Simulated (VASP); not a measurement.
Set up this calculation in VASP 6.6.1, as the native input.

```
Task                   : single point
Functional             : PBEsol
Dispersion             : D3(BJ)
Potentials or basis    : VASP PAW PBE potentials, release 64 (K_sv, In_d, P)
Cutoff                 : 520 eV
k mesh                 : 4 × 4 × 4
Occupations            : gaussian, width 0.0139 eV
Spin                   : no spin polarisation
Dipole correction      : no
Further INCAR settings : ALGO = Normal; EDIFF = 1e-06; NBANDS = 38
```

The structure of K4InP2 lies in POSCAR:

```
K4InP2
1.0
    2.7921089994      4.8360746472     -0.0000009866
   -2.7921089994      4.8360746472     -0.0000009866
    0.0000000000     -3.2240479906      8.6972011689
K In P
4 1 2
Direct
    0.3977662754      0.3977662754      0.1932988262
    0.6022337246      0.6022337246      0.8067011738
    0.2124341348      0.2124341348      0.6373024044
    0.7875658652      0.7875658652      0.3626975956
    0.0000000000      0.0000000000      0.0000000000
    0.0922964346      0.0922964346      0.2768893039
    0.9077035654      0.9077035654      0.7231106961
```

The input as run:

INCAR

```
PREC = Accurate
ENCUT = 520
EDIFF = 1E-6
ISMEAR = 0
SIGMA = 0.0139
LREAL = False
LASPH = True
NELM = 100
ALGO = Normal
ISIF = 2
LWAVE = False
LCHARG = False
GGA = PS
IVDW = 12
NBANDS = 38
```

KPOINTS

```
Automatic mesh
0
Gamma
  4 4 4
```

Potentials or basis: VASP PAW PBE potentials, release 64 (K_sv, In_d, P).

The run is started by

```console
$ cat potpaw_PBE.64/K_sv/POTCAR potpaw_PBE.64/In_d/POTCAR potpaw_PBE.64/P/POTCAR > POTCAR
$ mpirun -np 1 vasp_std > vasp.out
```

It gave:

```
Pressure                   : -0.1 GPa
Largest force              : 0.018 eV/Å
Band gap on the k mesh     : zero (an odd number of electrons rules out a gap without spin polarisation)
Dispersion energy per atom : -0.237 eV
```

Caveat: three body term missing; the PAW data sets were made with another functional, which shifts forces and pressure a little; spin-orbit coupling is left out, which moves the levels of the heavy elements.

Run time: 2.4 min on 1 thread of Intel(R) Xeon(R) Platinum 8259CL CPU @ 2.50GHz (Skylake/Cascade Lake), on a shared host, peak memory 0.41 GiB.
